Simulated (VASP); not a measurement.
# ZnCu (Pm-3m) in VASP: notebook

Runs on ZnCu. Level: PBE. Tasks: single point.

Program: VASP 6.6.1. These are calculated values, not measurements. Logs are shortened: lines on timing, memory, paths and dates and some standing lists are left out, and cuts for length are marked.

### 1 The cell of the first run

It takes space group Pm-3m (No. 221, cubic). Conventional cell: a = 2.864 Å, b = 2.864 Å, c = 2.864 Å, α = 90.00°, β = 90.00°, γ = 90.00°. Within 3.3 Å of Zn (site symmetry m-3m) lie 8 Cu at 2.48 Å and 6 Zn at 2.86 Å. Cu (site symmetry m-3m) has 8 Zn at 2.48 Å and 6 Cu at 2.86 Å within 3.3 Å.

### 2 Single point, PBE

Input file INCAR:

```
ALGO = Normal ; EDIFF = 1E-7
ENCUT = 520 ; GGA = PE
ISIF = 2 ; ISMEAR = -1
LASPH = T ; LCHARG = F
LREAL = F ; LWAVE = F
NBANDS = 18 ; NELM = 60
PREC = Accurate ; SIGMA = 0.2
```

Input file KPOINTS:

```
k-points
0
Gamma
  10 10 10
```

Input file POSCAR:

```
ZnCu
1.0
    2.8642740932      0.0000000000      0.0000000000
    0.0000000000      2.8642740932      0.0000000000
    0.0000000000      0.0000000000      2.8642740932
Zn Cu
1 1
Direct
    0.5000000000      0.5000000000      0.5000000000
    0.0000000000      0.0000000000      0.0000000000
```

Potentials or basis: VASP PAW PBE potentials, release 64 (Zn, Cu).

Command:

```console
> cat potpaw_PBE.64/Zn/POTCAR potpaw_PBE.64/Cu/POTCAR > POTCAR
> mpirun -np 1 vasp_std > vasp.out
```

OUTCAR:

```text
EDIFF = 1E-7
   ENCUT = 520
   GGA = PE
   ISIF = 2
   ISMEAR = -1
   LASPH = T
   LREAL = F
   NELM = 60
   PREC = Accurate

 ion  position               nearest neighbor table
   1  0.500  0.500  0.500-   2 2.48   2 2.48   2 2.48   2 2.48   2 2.48   2 2.48   2 2.48   2 2.48

   2  0.000  0.000  0.000-   1 2.48   1 2.48   1 2.48   1 2.48   1 2.48   1 2.48   1 2.48   1 2.48

  LATTYP: Found a simple cubic cell.
 ALAT       =     2.8642740932

  Lattice vectors:

 A1 = (   2.8642740932,   0.0000000000,   0.0000000000)
 A2 = (   0.0000000000,   2.8642740932,   0.0000000000)
 A3 = (   0.0000000000,   0.0000000000,   2.8642740932)

Analysis of symmetry for initial positions (statically):
=====================================================================
 Subroutine PRICEL returns:
 Original cell was already a primitive cell.

 Routine SETGRP: Setting up the symmetry group for a
 simple cubic supercell.

 Subroutine GETGRP returns: Found 48 space group operations
 (whereof 48 operations were pure point group operations)
 out of a pool of 48 trial point group operations.

The static configuration has the point symmetry O_h .

Analysis of symmetry for dynamics (positions and initial velocities):
=====================================================================
 Subroutine PRICEL returns:
 Original cell was already a primitive cell.

 Routine SETGRP: Setting up the symmetry group for a
 simple cubic supercell.

 Subroutine GETGRP returns: Found 48 space group operations
 (whereof 48 operations were pure point group operations)
 out of a pool of 48 trial point group operations.

The dynamic configuration has the point symmetry O_h .

 Subroutine INISYM returns: Found 48 space group operations
 (whereof 48 operations are pure point group operations),
 and found     1 'primitive' translations

----------------------------------------------------------------------------------------

                                     Primitive cell

  volume of cell :      23.4987

  direct lattice vectors                    reciprocal lattice vectors
     2.864274093  0.000000000  0.000000000     0.349128599  0.000000000  0.000000000
     0.000000000  2.864274093  0.000000000     0.000000000  0.349128599  0.000000000
     0.000000000  0.000000000  2.864274093     0.000000000  0.000000000  0.349128599

  length of vectors
     2.864274093  2.864274093  2.864274093     0.349128599  0.349128599  0.349128599

  position of ions in fractional coordinates (direct lattice)
     0.500000000  0.500000000  0.500000000
     0.000000000  0.000000000  0.000000000

  ion indices of the primitive-cell ions
   primitive index   ion index
                 1           1
                 2           2

----------------------------------------------------------------------------------------

 KPOINTS: k-points

Automatic generation of k-mesh.
 Grid dimensions read from file:
 generate k-points for:   10   10   10

 Generating k-lattice:

  Cartesian coordinates                     Fractional coordinates (reciprocal lattice)
     0.034912860  0.000000000  0.000000000     0.100000000  0.000000000  0.000000000
     0.000000000  0.034912860  0.000000000     0.000000000  0.100000000  0.000000000
     0.000000000  0.000000000  0.034912860     0.000000000  0.000000000  0.100000000

  Length of vectors
     0.034912860  0.034912860  0.034912860

  Shift w.r.t. Gamma in fractional coordinates (k-lattice)
     0.000000000  0.000000000  0.000000000

 Subroutine IBZKPT returns following result:
 ===========================================

 Found     56 irreducible k-points:

 Following reciprocal coordinates:
            Coordinates               Weight
  0.000000  0.000000  0.000000      1.000000
  0.100000  0.000000  0.000000      6.000000
  0.200000  0.000000  0.000000      6.000000
  0.300000  0.000000  0.000000      6.000000
  0.400000  0.000000  0.000000      6.000000
  0.500000  0.000000  0.000000      3.000000
[... 16 lines left out ...]
  0.200000  0.100000  0.100000     24.000000
  0.300000  0.100000  0.100000     24.000000
 [... further k-points ...]
   k-points           NKPTS =     56   k-points in BZ     NKDIM =     56   number of bands    NBANDS=     18
   number of dos      NEDOS =    301   number of ions     NIONS =      2
   total plane-waves  NPLWV =  13824
   dimension x,y,z NGX =    24 NGY =   24 NGZ =   24
   dimension x,y,z NGXF=    48 NGYF=   48 NGZF=   48
   ions per type =               1   1
   NGX,Y,Z   is equivalent  to a cutoff of  13.93, 13.93, 13.93 a.u.
   NGXF,Y,Z  is equivalent  to a cutoff of  27.86, 27.86, 27.86 a.u.
 SYSTEM =  unknown system
   PREC   = accura    normal or accurate (medium, high low for compatibility)
   ISTART =      0    job   : 0-new  1-cont  2-samecut
   ICHARG =      2    charge: 1-file 2-atom 10-const
   ISPIN  =      1    spin polarized calculation?
   LNONCOLLINEAR =      F non collinear calculations
   LSORBIT =      F    spin-orbit coupling
   LASPH  =      T    aspherical Exc in radial PAW
   ENCUT  =  520.0 eV  38.22 Ry    6.18 a.u.   5.33  5.33  5.33*2*pi/ulx,y,z
   NELM   =     60;   NELMIN=  2; NELMDL= -5     # of ELM steps
   EDIFF  = 0.1E-06   stopping-criterion for ELM
   LREAL  =      F    real-space projection
   EDIFFG = 0.1E-05   stopping-criterion for IOM
   NSW    =      0    number of steps for IOM
   IBRION =     -1    ionic relax: 0-MD 1-quasi-New 2-CG
   NFREE  =      0    steps in history (QN), initial steepest desc. (CG)
   ISIF   =      2    stress and relaxation
   ISYM   =      2    0-nonsym 1-usesym 2-fastsym
   POTIM  = 0.5000    time-step for ionic-motion
   TEBEG  =    0.0;   TEEND  =   0.0 temperature during run
   PSTRESS=    0.0 pullay stress
   NELECT =      23.0000    total number of electrons
   NUPDOWN=      -1.0000    fix difference up-down
   EMIN   =  10.00;   EMAX   =-10.00  energy-range for DOS
   EFERMI =   0.00;   METHOD = LEGACY
   ISMEAR =    -1;   SIGMA  =   0.20  broadening in eV -4-tet -1-fermi 0-gaus
   EFERMI_NEDOS =   21; number of points for ismear=-14 and -15
   IALGO  =     38    algorithm
   IMIX   =      4    mixing-type and parameters
     AMIX     =   0.40;   BMIX     =  1.00
     AMIX_MAG =   1.60;   BMIX_MAG =  1.00
  volume/ion in A,a.u.               =      11.75        79.29
  Fermi-wavevector in a.u.,A,eV,Ry     =   1.625435  3.071626 35.947110  2.642038
  Thomas-Fermi vector in A             =   2.718558
   LORBIT       =      0    0 simple, 1 ext, 2 COOP (PROOUT), +10 PAW based schemes
   GGA     = PE    functional components
   LHFCALC =     F    Hartree Fock is set to
   AEXX    =    0.0000 exact exchange contribution
   IVDW    =     0    specifies the selected vdW correction
   LEPSILON=     F    determine dielectric tensor
   LRPA    =     F    only Hartree local field effects (RPA)
 non-spin polarized calculation
  energy-cutoff  :      520.00
  volume of cell :       23.50
 maximum number of plane-waves:       655
 NGX is ok and might be reduce to    24
   NGX = 11   NGY = 11   NGZ = 11

 number of electron      22.9999980 magnetization

 Free energy of the ion-electron system (eV)
  ---------------------------------------------------
  ext. energy  EPLUGINS =         0.00000000
  ---------------------------------------------------
  free energy    TOTEN  =        -4.92376307 eV

  energy without entropy =       -4.86059227  energy(sigma->0) =       -4.89217767

 E-fermi :   6.4881     XC(G=0): -12.8762

 val. band max:        6.4063688925   @ k =   0.4000   0.3000   0.2000
 cond. band min:       6.4902083529   @ k =   0.3000   0.1000   0.0000
 fundamental gap:      0.0838394604
 Fermi energy:         6.4881205491

 k-point     1 :       0.0000    0.0000    0.0000
  band No.  band energies     occupation
      1      -4.6319      2.00000
      2      -1.7824      2.00000
      3      -1.7824      2.00000
      4      -0.9359      2.00000
      5      -0.9359      2.00000
      6      -0.9359      2.00000
[... 10 lines left out ...]
     17      20.0491      0.00000
     18      30.6480      0.00000

 k-point     2 :       0.1000    0.0000    0.0000
  band No.  band energies     occupation
      1      -4.4401      2.00000
      2      -1.7556      2.00000
      3      -1.7373      2.00000
      4      -0.9536      2.00000
      5      -0.9536      2.00000
      6      -0.9258      2.00000
[... 10 lines left out ...]
     17      21.1865      0.00000
     18      28.8898      0.00000

 k-point     3 :       0.2000    0.0000    0.0000
  band No.  band energies     occupation
      1      -3.8784      2.00000
      2      -1.6839      2.00000
      3      -1.6099      2.00000
      4      -0.9999      2.00000
      5      -0.9999      2.00000
      6      -0.8990      2.00000
[... 10 lines left out ...]
     17      24.5896      0.00000
     18      26.4644      0.00000

 k-point     4 :       0.3000    0.0000    0.0000
  band No.  band energies     occupation
      1      -3.0129      2.00000
      2      -1.5924      2.00000
      3      -1.4004      2.00000
      4      -1.0567      2.00000
      5      -1.0567      2.00000
      6      -0.8654      2.00000
[... 10 lines left out ...]
     17      24.0005      0.00000
     18      24.0005      0.00000

 k-point     5 :       0.4000    0.0000    0.0000
  band No.  band energies     occupation
      1      -2.1416      2.00000
      2      -1.5156      2.00000
      3      -1.1024      2.00000
      4      -1.1024      2.00000
      5      -0.9413      2.00000
      6      -0.8378      2.00000
[... 10 lines left out ...]
     17      21.4658      0.00000
     18      21.4658      0.00000

 k-point     6 :       0.5000    0.0000    0.0000
  band No.  band energies     occupation
      1      -1.8520      2.00000
      2      -1.4856      2.00000
      3      -1.1198      2.00000
      4      -1.1198      2.00000
      5      -0.8272      2.00000
      6      -0.2326      2.00000
[... 10 lines left out ...]
     17      20.3671      0.00000
     18      21.7189      0.00000

 k-point     7 :       0.1000    0.1000    0.0000
  band No.  band energies     occupation
      1      -4.2505      2.00000
      2      -1.7224      2.00000
      3      -1.7001      2.00000
      4      -0.9722      2.00000
      5      -0.9652      2.00000
      6      -0.9264      2.00000
[... 10 lines left out ...]
     17      21.7501      0.00000
     18      26.5396      0.00000

 k-point     8 :       0.2000    0.1000    0.0000
  band No.  band energies     occupation
      1      -3.6976      2.00000
      2      -1.6529      2.00000
      3      -1.5765      2.00000
      4      -1.0172      2.00000
      5      -1.0096      2.00000
      6      -0.9139      2.00000
[... 10 lines left out ...]
     17      23.7530      0.00000
     18      24.7805      0.00000
[... 229 lines left out ...]
     17      22.9259      0.00000
     18      23.0399      0.00000

 k-point    20 :       0.5000    0.4000    0.0000
  band No.  band energies     occupation
      1      -1.9715      2.00000
      2      -1.6624      2.00000
      3      -1.2467      2.00000
      4      -1.2228      2.00000
      5      -0.6770      2.00000
      6       1.3497      2.00000
[... 10 lines left out ...]
     17      22.4004      0.00000
     18      22.5172      0.00000

 k-point    21 :       0.5000    0.5000    0.0000
  band No.  band energies     occupation
      1      -2.0218      2.00000
      2      -1.6670      2.00000
      3      -1.2600      2.00000
      4      -1.2600      2.00000
      5      -0.5891      2.00000
      6       1.4467      2.00000
[... 10 lines left out ...]
     17      22.5898      0.00000
     18      23.1724      0.00000

 k-point    22 :       0.1000    0.1000    0.1000
  band No.  band energies     occupation
      1      -4.0631      2.00000
      2      -1.6769      2.00000
      3      -1.6769      2.00000
      4      -0.9853      2.00000
      5      -0.9853      2.00000
      6      -0.9295      2.00000
[... 10 lines left out ...]
     17      22.2034      0.00000
     18      26.3936      0.00000

 k-point    23 :       0.2000    0.1000    0.1000
  band No.  band energies     occupation
      1      -3.5185      2.00000
      2      -1.6146      2.00000
      3      -1.5511      2.00000
      4      -1.0381      2.00000
      5      -1.0228      2.00000
      6      -0.9269      2.00000
[... 10 lines left out ...]
     17      23.6296      0.00000
     18      24.2189      0.00000

 k-point    24 :       0.3000    0.1000    0.1000
  band No.  band energies     occupation
      1      -2.7030      2.00000
      2      -1.5342      2.00000
      3      -1.3877      2.00000
      4      -1.1044      2.00000
      5      -1.0106      2.00000
      6      -0.9106      2.00000
[... 10 lines left out ...]
     17      21.5721      0.00000
     18      22.3080      0.00000

 [... further k-points ...]

------------------------ aborting loop because EDIFF is reached ----------------------------------------

  FORCE on cell =-STRESS in cart. coord.  units (eV):
  Direction    XX          YY          ZZ          XY          YZ          ZX
  --------------------------------------------------------------------------------------
  -------------------------------------------------------------------------------------
  Total        2.3532038      2.3532038      2.3532038      0.0000000      0.0000000      0.0000000
  in kB      160.4450771    160.4450771    160.4450771      0.0000000      0.0000000      0.0000000
  external PRESSURE =     160.4450771 kB  Pullay stress =       0.0000000 kB

 VOLUME and BASIS-vectors are now :
 -----------------------------------------------------------------------------
  energy-cutoff  :      520.00
  volume of cell :       23.50
      direct lattice vectors                 reciprocal lattice vectors
     2.864274093  0.000000000  0.000000000     0.349128599  0.000000000  0.000000000
     0.000000000  2.864274093  0.000000000     0.000000000  0.349128599  0.000000000
     0.000000000  0.000000000  2.864274093     0.000000000  0.000000000  0.349128599

 POSITION                                       TOTAL-FORCE (eV/Angst)
 -----------------------------------------------------------------------------------
      1.43214      1.43214      1.43214         0.000000      0.000000      0.000000
      0.00000      0.00000      0.00000         0.000000      0.000000      0.000000
 -----------------------------------------------------------------------------------
    total drift:                                0.000000      0.000000     -0.000000

  FREE ENERGIE OF THE ION-ELECTRON SYSTEM (eV)
  ---------------------------------------------------
  free  energy   TOTEN  =        -4.9237630696 eV

  energy  without entropy=       -4.8605922704  energy(sigma->0) =       -4.89217767
```

Run time: 14 s. Hardware: 1 thread of Intel Xeon 6975P-C, shared host; peak memory 0.15 GiB.

Results:

| Property | Result |
| --- | --- |
| Free energy | -4.9238 eV |
| Pressure | 16.0 GPa |

### 3 Single point, PBE

This run uses another cell than the first one, of 12.26 Å³/atom, 1.043 times its volume.

Input file INCAR:

```
SYSTEM = ZnCu
PREC     = Accurate       ! precision mode
ENCUT    = 520            ! plane-wave cutoff, eV
EDIFF    = 1E-6           ! SCF threshold, eV
ISMEAR   = -1             ! smearing method
SIGMA    = 0.2            ! smearing width, eV
LREAL    = .FALSE.        ! projectors in reciprocal space
LASPH    = .TRUE.         ! aspherical terms in the spheres
NELM     = 100            ! most SCF steps
ALGO     = Normal         ! electronic algorithm
ISIF     = 2              ! what is computed and relaxed
LWAVE    = .FALSE.        ! write WAVECAR
LCHARG   = .TRUE.         ! write CHGCAR
GGA      = PE             ! functional
LELF     = .TRUE.         ! ELF
LVHAR    = .TRUE.       
NBANDS   = 18             ! bands
```

Input file KPOINTS:

```
regular mesh
0
G
  10 10 10
  0 0 0
```

Input file POSCAR:

```
ZnCu
1.0
    2.9051978236      0.0000000000      0.0000000000
    0.0000000000      2.9051978236      0.0000000000
    0.0000000000      0.0000000000      2.9051978236
Zn Cu
1 1
Direct
    0.5000000000      0.5000000000      0.5000000000
    0.0000000000      0.0000000000      0.0000000000
```

Potentials or basis: VASP PAW PBE potentials, release 64 (Zn, Cu).

Command:

```console
> cat potpaw_PBE.64/Zn/POTCAR potpaw_PBE.64/Cu/POTCAR > POTCAR
> mpirun -np 1 vasp_std > vasp.out
```

It took 15 s on 1 thread of Intel Xeon 6975P-C, shared host; peak memory 0.15 GiB.

The run converged. Its results:

* Free energy: -5.0021 eV
* Pressure: 8.7 GPa

Levels at points of the mesh, in eV from the Fermi level:
| k point | band 8 | band 9 | band 10 | band 11 | band 12 | band 13 | band 14 | band 15 | band 16 | band 17 |
| --- | --- | --- | --- | --- | --- | --- | --- | --- | --- | --- |
| (0.00, 0.00, 0.00) | -3.80 | -2.90 | -2.90 | -2.90 | 6.29 | 6.29 | 6.29 | 11.43 | 11.43 | 12.86 |
| (0.50, 0.00, 0.00) | -3.94 | -3.50 | -3.50 | -2.99 | -2.14 | 11.99 | 11.99 | 12.60 | 12.60 | 13.62 |
| (0.50, 0.50, 0.00) | -3.05 | -3.05 | -2.66 | -2.11 | -2.11 | 1.85 | 2.18 | 14.29 | 15.77 | 15.77 |
| (0.50, 0.50, 0.50) | -4.57 | -2.64 | -2.64 | 4.07 | 4.35 | 4.35 | 4.35 | 4.55 | 4.55 | 4.55 |

(Continued in part 2 of 2.)
